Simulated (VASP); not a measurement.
ScB2, 3 atoms in the cell. It takes space group P6/mmm (No. 191, hexagonal). Conventional cell: a = 3.114 Å, b = 3.114 Å, c = 3.483 Å, α = 90.00°, β = 90.00°, γ = 120.00°. Within 3.3 Å of Sc (site symmetry 6/mmm) lie 12 B at 2.50 Å and 6 Sc at 3.11 Å. Within 2.4 Å of B (site symmetry -6m2) lie 3 B at 1.80 Å. 

| Quantity | Value |
| --- | --- |
| Program | VASP 6.6.1 |
| Task | single point |
| Functional | r2SCAN |
| Potentials or basis | VASP PAW PBE potentials, release 64 (Sc_sv, B) |
| Cutoff | 520 eV |
| k mesh | 15 × 15 × 12 |
| Occupations | gaussian, width 0.1 eV |
| Spin | no spin polarisation |
| Dipole correction | no |
| Further INCAR settings | ALGO = Normal; EDIFF = 1e-06; NBANDS = 16 |

Potentials or basis: VASP PAW PBE potentials, release 64 (Sc_sv, B).

Run with:

```sh
$ cat potpaw_PBE.64/Sc_sv/POTCAR potpaw_PBE.64/B/POTCAR > POTCAR
$ cp INCAR.step1 INCAR
$ mpirun -np 1 vasp_std > vasp.out
$ cp INCAR.step2 INCAR
$ mpirun -np 1 vasp_std > vasp.out
```

Hardware: 1 thread of Intel Xeon 8259CL, with other jobs on the host.

Question: How long does it take, and how much memory?

Answer: Run time: 5.4 min on 1 thread of Intel Xeon 8259CL (shared host), peak memory 0.22 GiB. Counts: k points 189.
